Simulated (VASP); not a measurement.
# GaN (P6_3mc) in VASP: a series of runs

GaN is run at these levels: PBE; tasks: single point.

Program: VASP 6.6.1. These are calculated values, not measurements. Logs are shortened: lines on timing, memory, paths and dates and some standing lists are left out, and cuts for length are marked.

**1. The cell of the first run**

The structure is hexagonal, space group P6_3mc (No. 186). Conventional cell: a = 3.085 Å, b = 3.085 Å, c = 5.011 Å, α = 90.00°, β = 90.00°, γ = 120.00°. Within 2.5 Å of Ga (site symmetry 3m) lie 4 N at 1.88 to 1.89 Å. Within 2.5 Å of N (site symmetry 3m) lie 4 Ga at 1.88 to 1.89 Å.

**2. Single point, PBE (strain -0.030 along x and y, -0.030 along z)**

File INCAR:

```
PREC = Accurate ; ENCUT = 520
EDIFF = 1E-6 ; ISMEAR = 0
SIGMA = 0.05 ; LREAL = False
LASPH = True ; NELM = 80
ALGO = Normal ; ISIF = 2
LWAVE = False ; LCHARG = False
GGA = PE ; NBANDS = 26
```

File KPOINTS:

```
regular mesh
0
Gamma
  12 12 6
```

File POSCAR:

```
GaN
1.0
    3.0845996707      0.0000000000      0.0000000000
   -1.5422998354      2.6713416753      0.0000000000
    0.0000000000      0.0000000000      5.0110200000
Ga N
2 2
Direct
    0.3333333333      0.6666666667      0.0000000000
    0.6666666667      0.3333333333      0.5000000000
    0.3333333333      0.6666666667      0.3750000000
    0.6666666667      0.3333333333      0.8750000000
```

Potentials or basis: VASP PAW PBE potentials, release 64 (Ga_d, N).

Started as:

```
cat potpaw_PBE.64/Ga_d/POTCAR potpaw_PBE.64/N/POTCAR > POTCAR
mpirun -np 1 vasp_std > vasp.out
```

OUTCAR:

```text
PREC = Accurate
   ENCUT = 520
   EDIFF = 1E-6
   ISMEAR = 0
   LREAL = False
   LASPH = True
   NELM = 80
   ISIF = 2
   GGA = PE

 ion  position               nearest neighbor table
   1  0.333  0.667  0.000-   3 1.88   4 1.89   4 1.89   4 1.89
   2  0.667  0.333  0.500-   4 1.88   3 1.89   3 1.89   3 1.89
   3  0.333  0.667  0.375-   1 1.88   2 1.89   2 1.89   2 1.89
   4  0.667  0.333  0.875-   2 1.88   1 1.89   1 1.89   1 1.89

  LATTYP: Found a hexagonal cell.
 ALAT       =     3.0845996707
 C/A-ratio  =     1.6245284753

  Lattice vectors:

 A1 = (   3.0845996707,   0.0000000000,   0.0000000000)
 A2 = (  -1.5422998354,   2.6713416753,   0.0000000000)
 A3 = (   0.0000000000,   0.0000000000,   5.0110200000)

Analysis of symmetry for initial positions (statically):
=====================================================================
 Subroutine PRICEL returns:
 Original cell was already a primitive cell.

 Routine SETGRP: Setting up the symmetry group for a
 hexagonal supercell.

 Subroutine GETGRP returns: Found 12 space group operations
 (whereof  6 operations were pure point group operations)
 out of a pool of 24 trial point group operations.

The static configuration has the point symmetry C_3v.
 The point group associated with its full space group is C_6v.

Analysis of symmetry for dynamics (positions and initial velocities):
=====================================================================
 Subroutine PRICEL returns:
 Original cell was already a primitive cell.

 Routine SETGRP: Setting up the symmetry group for a
 hexagonal supercell.

 Subroutine GETGRP returns: Found 12 space group operations
 (whereof  6 operations were pure point group operations)
 out of a pool of 24 trial point group operations.

The dynamic configuration has the point symmetry C_3v.
 The point group associated with its full space group is C_6v.

 Subroutine INISYM returns: Found 12 space group operations
 (whereof  6 operations are pure point group operations),
 and found     1 'primitive' translations

----------------------------------------------------------------------------------------

                                     Primitive cell

  volume of cell :      41.2909

  direct lattice vectors                    reciprocal lattice vectors
     3.084599671  0.000000000  0.000000000     0.324191178  0.187171864  0.000000000
    -1.542299835  2.671341675  0.000000000     0.000000000  0.374343727  0.000000000
     0.000000000  0.000000000  5.011020000     0.000000000  0.000000000  0.199560169

  length of vectors
     3.084599671  3.084599671  5.011020000     0.374343727  0.374343727  0.199560169

  position of ions in fractional coordinates (direct lattice)
     0.333333333  0.666666667  0.000000000
     0.666666667  0.333333333  0.500000000
     0.333333333  0.666666667  0.375000000
     0.666666667  0.333333333  0.875000000

  ion indices of the primitive-cell ions
   primitive index   ion index
                 1           1
                 2           2
                 3           3
                 4           4

----------------------------------------------------------------------------------------

 KPOINTS: regular mesh

Automatic generation of k-mesh.
 Grid dimensions read from file:
 generate k-points for:   12   12    6

 Generating k-lattice:

  Cartesian coordinates                     Fractional coordinates (reciprocal lattice)
     0.027015931  0.015597655  0.000000000     0.083333333  0.000000000  0.000000000
     0.000000000  0.031195311  0.000000000     0.000000000  0.083333333  0.000000000
     0.000000000  0.000000000  0.033260028     0.000000000  0.000000000  0.166666667

  Length of vectors
     0.031195311  0.031195311  0.033260028

  Shift w.r.t. Gamma in fractional coordinates (k-lattice)
     0.000000000  0.000000000  0.000000000

 Subroutine IBZKPT returns following result:
 ===========================================

 Found     76 irreducible k-points:

 Following reciprocal coordinates:
            Coordinates               Weight
  0.000000  0.000000  0.000000      1.000000
  0.083333  0.000000  0.000000      6.000000
  0.166667  0.000000  0.000000      6.000000
  0.250000  0.000000  0.000000      6.000000
  0.333333  0.000000  0.000000      6.000000
  0.416667 -0.000000  0.000000      6.000000
[... 16 lines left out ...]
  0.250000  0.000000  0.166667     12.000000
  0.333333  0.000000  0.166667     12.000000
 [... further k-points ...]
   k-points           NKPTS =     76   k-points in BZ     NKDIM =     76   number of bands    NBANDS=     26
   number of dos      NEDOS =    301   number of ions     NIONS =      4
   total plane-waves  NPLWV =  23040
   dimension x,y,z NGX =    24 NGY =   24 NGZ =   40
   dimension x,y,z NGXF=    48 NGYF=   48 NGZF=   80
   ions per type =               2   2
   NGX,Y,Z   is equivalent  to a cutoff of  12.93, 12.93, 13.27 a.u.
   NGXF,Y,Z  is equivalent  to a cutoff of  25.87, 25.87, 26.54 a.u.
 SYSTEM =  unknown system
   PREC   = accura    normal or accurate (medium, high low for compatibility)
   ISTART =      0    job   : 0-new  1-cont  2-samecut
   ICHARG =      2    charge: 1-file 2-atom 10-const
   ISPIN  =      1    spin polarized calculation?
   LNONCOLLINEAR =      F non collinear calculations
   LSORBIT =      F    spin-orbit coupling
   LASPH  =      T    aspherical Exc in radial PAW
   ENCUT  =  520.0 eV  38.22 Ry    6.18 a.u.   5.74  5.74  9.32*2*pi/ulx,y,z
   NELM   =     80;   NELMIN=  2; NELMDL= -5     # of ELM steps
   EDIFF  = 0.1E-05   stopping-criterion for ELM
   LREAL  =      F    real-space projection
   EDIFFG = 0.1E-04   stopping-criterion for IOM
   NSW    =      0    number of steps for IOM
   IBRION =     -1    ionic relax: 0-MD 1-quasi-New 2-CG
   NFREE  =      0    steps in history (QN), initial steepest desc. (CG)
   ISIF   =      2    stress and relaxation
   ISYM   =      2    0-nonsym 1-usesym 2-fastsym
   POTIM  = 0.5000    time-step for ionic-motion
   TEBEG  =    0.0;   TEEND  =   0.0 temperature during run
   PSTRESS=    0.0 pullay stress
   NELECT =      36.0000    total number of electrons
   NUPDOWN=      -1.0000    fix difference up-down
   EMIN   =  10.00;   EMAX   =-10.00  energy-range for DOS
   EFERMI =   0.00;   METHOD = LEGACY
   ISMEAR =     0;   SIGMA  =   0.05  broadening in eV -4-tet -1-fermi 0-gaus
   EFERMI_NEDOS =   21; number of points for ismear=-14 and -15
   IALGO  =     38    algorithm
   IMIX   =      4    mixing-type and parameters
     AMIX     =   0.40;   BMIX     =  1.00
     AMIX_MAG =   1.60;   BMIX_MAG =  1.00
  volume/ion in A,a.u.               =      10.32        69.66
  Fermi-wavevector in a.u.,A,eV,Ry     =   1.563955  2.955446 33.279234  2.445955
  Thomas-Fermi vector in A             =   2.666650
   LORBIT       =      0    0 simple, 1 ext, 2 COOP (PROOUT), +10 PAW based schemes
   GGA     = PE    functional components
   LHFCALC =     F    Hartree Fock is set to
   AEXX    =    0.0000 exact exchange contribution
   IVDW    =     0    specifies the selected vdW correction
   LEPSILON=     F    determine dielectric tensor
   LRPA    =     F    only Hartree local field effects (RPA)
 non-spin polarized calculation
 Gauss-broadening in eV      SIGMA  =   0.05
  energy-cutoff  :      520.00
  volume of cell :       41.29
 maximum number of plane-waves:      1128
 NGX is ok and might be reduce to    24
   NGX = 11   NGY = 11   NGZ = 19

 number of electron      35.9999989 magnetization

 Free energy of the ion-electron system (eV)
  ---------------------------------------------------
  ext. energy  EPLUGINS =         0.00000000
  ---------------------------------------------------
  free energy    TOTEN  =       -23.84689408 eV

  energy without entropy =      -23.84689408  energy(sigma->0) =      -23.84689408

 E-fermi :   6.7486     XC(G=0): -12.2226

 val. band max:        6.4878376037   @ k =   0.0000   0.0000   0.0000
 cond. band min:       9.0775112310   @ k =   0.0000   0.0000   0.0000
 fundamental gap:      2.5896736273
 Fermi energy:         6.7486079491

 k-point     1 :       0.0000    0.0000    0.0000
  band No.  band energies     occupation
      1     -10.4204      2.00000
      2      -9.1593      2.00000
      3      -7.0833      2.00000
      4      -7.0563      2.00000
      5      -7.0563      2.00000
      6      -6.9705      2.00000
[... 18 lines left out ...]
     25      18.9541      0.00000
     26      18.9541      0.00000

 k-point     2 :       0.0833    0.0000    0.0000
  band No.  band energies     occupation
      1     -10.3385      2.00000
      2      -9.1345      2.00000
      3      -7.0739      2.00000
      4      -7.0432      2.00000
      5      -7.0388      2.00000
      6      -6.9616      2.00000
[... 18 lines left out ...]
     25      18.5882      0.00000
     26      19.1264      0.00000

 k-point     3 :       0.1667    0.0000    0.0000
  band No.  band energies     occupation
      1     -10.1107      2.00000
      2      -9.0724      2.00000
      3      -7.0425      2.00000
      4      -7.0113      2.00000
      5      -6.9876      2.00000
      6      -6.9242      2.00000
[... 18 lines left out ...]
     25      18.6569      0.00000
     26      19.5068      0.00000

 k-point     4 :       0.2500    0.0000    0.0000
  band No.  band energies     occupation
      1      -9.7940      2.00000
      2      -9.0016      2.00000
      3      -7.0095      2.00000
      4      -6.9798      2.00000
      5      -6.9194      2.00000
      6      -6.8342      2.00000
[... 18 lines left out ...]
     25      18.5017      0.00000
     26      20.0181      0.00000
[... 496 lines left out ...]
      1     -10.0233      2.00000
      2      -9.1118      2.00000
      3      -7.0377      2.00000
      4      -7.0068      2.00000
      5      -6.9844      2.00000
      6      -6.9284      2.00000
[... 18 lines left out ...]
     25      18.1902      0.00000
     26      19.2629      0.00000

 k-point    23 :       0.2500    0.0000    0.1667
  band No.  band energies     occupation
      1      -9.7203      2.00000
      2      -9.0270      2.00000
      3      -7.0112      2.00000
      4      -6.9712      2.00000
      5      -6.9336      2.00000
      6      -6.8449      2.00000
[... 18 lines left out ...]
     25      18.2632      0.00000
     26      19.8384      0.00000

 k-point    24 :       0.3333    0.0000    0.1667
  band No.  band energies     occupation
      1      -9.4265      2.00000
      2      -8.9612      2.00000
      3      -7.0036      2.00000
      4      -6.9505      2.00000
      5      -6.8946      2.00000
      6      -6.7815      2.00000
[... 18 lines left out ...]
     25      18.4631      0.00000
     26      20.5155      0.00000

 [... further k-points ...]

------------------------ aborting loop because EDIFF is reached ----------------------------------------

  FORCE on cell =-STRESS in cart. coord.  units (eV):
  Direction    XX          YY          ZZ          XY          YZ          ZX
  --------------------------------------------------------------------------------------
  -------------------------------------------------------------------------------------
  Total        7.3925753      7.3925753      8.2047087     -0.0000000      0.0000000      0.0000000
  in kB      286.8480842    286.8480842    318.3606389     -0.0000000      0.0000000      0.0000000
  external PRESSURE =     297.3522691 kB  Pullay stress =       0.0000000 kB

 VOLUME and BASIS-vectors are now :
 -----------------------------------------------------------------------------
  energy-cutoff  :      520.00
  volume of cell :       41.29
      direct lattice vectors                 reciprocal lattice vectors
     3.084599671  0.000000000  0.000000000     0.324191178  0.187171864  0.000000000
    -1.542299835  2.671341675  0.000000000     0.000000000  0.374343727  0.000000000
     0.000000000  0.000000000  5.011020000     0.000000000  0.000000000  0.199560169

 POSITION                                       TOTAL-FORCE (eV/Angst)
 -----------------------------------------------------------------------------------
     -0.00000      1.78089      0.00000         0.000000      0.000000     -0.160220
      1.54230      0.89045      2.50551        -0.000000     -0.000000     -0.160220
     -0.00000      1.78089      1.87913        -0.000000      0.000000      0.160220
      1.54230      0.89045      4.38464        -0.000000      0.000000      0.160220
 -----------------------------------------------------------------------------------
    total drift:                               -0.000000      0.000000      0.000070

  FREE ENERGIE OF THE ION-ELECTRON SYSTEM (eV)
  ---------------------------------------------------
  free  energy   TOTEN  =       -23.8468940752 eV

  energy  without entropy=      -23.8468940752  energy(sigma->0) =      -23.84689408
```

It took 40 s on 1 thread of Intel Xeon 6975P-C (Granite Rapids), shared host; peak memory 0.2 GiB.

What came out:

```
Free energy            : -23.8469 eV
Pressure               : 29.7 GPa
Largest force          : 0.160 eV/Å
Band gap on the k mesh : 2.59 eV
```

Forces in eV/Å, atoms in the order of the input:
```
Ga   0.000  0.000 -0.160
Ga   0.000  0.000 -0.160
N    0.000  0.000  0.160
N    0.000  0.000  0.160
```

Stress tensor (GPa, compression positive):
```
28.68  0.00  0.00
 0.00 28.68  0.00
 0.00  0.00 31.84
```

Caveat: the cell differs from its parent crystal (strain -0.030 along x and y, -0.030 along z); the cell stands under pressure.

**3. Single point, PBE (strain -0.030 along x and y, -0.015 along z)**

File INCAR:

```
PREC     = Accurate       # precision mode
ENCUT    = 520            # plane-wave cutoff, eV
EDIFF    = 1E-6           # SCF threshold, eV
ISMEAR   = 0              # smearing method
SIGMA    = 0.05           # smearing width, eV
LREAL    = F              # projectors in reciprocal space
LASPH    = T              # aspherical terms in the spheres
NELM     = 100            # most SCF steps
ALGO     = Normal         # electronic algorithm
ISIF     = 2              # what is computed and relaxed
LWAVE    = F              # write WAVECAR
LCHARG   = T              # write CHGCAR
GGA      = PE             # functional
LELF     = T              # ELF
LVHAR    = T            
NBANDS   = 26             # bands
```

KPOINTS is that of step 2.

POSCAR: that of step 2 with these lines changed.

```diff
@@ -4,3 +4,3 @@
    -1.5422998354      2.6713416753      0.0000000000
-    0.0000000000      0.0000000000      5.0110200000
+    0.0000000000      0.0000000000      5.0885100000
 Ga N
```

Potentials or basis: VASP PAW PBE potentials, release 64 (Ga_d, N).

Started as:

```
cat potpaw_PBE.64/Ga_d/POTCAR potpaw_PBE.64/N/POTCAR > POTCAR
mpirun -np 1 vasp_std > vasp.out
```

Wall time 42 s (1 thread of Intel Xeon 6975P-C (Granite Rapids), shared host); peak memory 0.2 GiB.

Results (log left out):

* Free energy: -23.9545 eV
* Pressure: 25.4 GPa
* Largest force: 0.094 eV/Å
* Band gap on the k mesh: 2.44 eV

Forces in eV/Å, atoms in the order of the input:
```
Ga   0.000  0.000  0.094
Ga   0.000  0.000  0.094
N    0.000  0.000 -0.094
N    0.000  0.000 -0.094
```

Stress tensor (GPa, compression positive):
```
26.96  0.00  0.00
 0.00 26.96  0.00
 0.00  0.00 22.20
```

Levels at points of the mesh, in eV from the valence-band top:
| k point | band 16 | band 17 | band 18 | band 19 | band 20 | band 21 |
| --- | --- | --- | --- | --- | --- | --- |
| (0.00, 0.00, 0.00) | -0.13 | 0.00 | 0.00 | 2.44 | 4.94 | 9.56 |
| (0.50, 0.00, 0.00) | -3.02 | -2.51 | -1.13 | 5.37 | 5.92 | 6.28 |
| (0.00, 0.00, 0.50) | -0.57 | -0.57 | -0.57 | 4.82 | 4.82 | 8.84 |
| (0.50, 0.00, 0.50) | -2.17 | -2.15 | -2.15 | 4.60 | 4.60 | 8.27 |

Caveat: the cell differs from its parent crystal (strain -0.030 along x and y, -0.015 along z); the cell stands under pressure.
